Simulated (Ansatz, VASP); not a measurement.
# TiSi2: VASP beside Ansatz

```xyz
6
Lattice="0.0000 4.1175 4.2203 2.3895 0.0000 4.2203 2.3895 4.1175 0.0000" Properties=species:S:1:pos:R:3 pbc="T T T"
Ti    3.5843    6.1763    6.3304
Ti    2.3895    4.1175    4.2203
Si    1.1948    3.3975    2.1101
Si    1.1948    0.7200    2.1101
Si    2.3895    1.3387    4.2203
Si    2.3895    6.8963    4.2203
```

Alike in both runs: functional PBE; k mesh 6 × 6 × 6; occupations fermi-dirac, width 0.05 eV; no spin polarisation.

|  | VASP | Ansatz |
| --- | --- | --- |
| version | VASP 6.6.1 | Ansatz 0.2.0 |
| potentials or method | VASP PAW PBE potentials, release 64 (Ti_sv, Si) | Ansatz PAW |
| plane-wave cutoff (eV) | 520 | 420 |
| valence electrons in the cell | 40 | 40 |
| task | single point | band structure |

|  | VASP | Ansatz | Ansatz less VASP |
| --- | --- | --- | --- |
| gap on the k mesh at the Fermi level (eV) | none | none | - |
| pressure (GPa) | 3.9 | 3.9 | +0.02 |
| traceless stress, the component that is largest in VASP (GPa) | 2.17 | 2.17 | -0.003 |
| rms of the force components (eV/Å) | 0.042 | 0.042 | +0.0005 |

Atom by atom the forces differ by 0.000 eV/Å (rms over components). A gap of «none» marks a metal or a gap that the smearing closes.
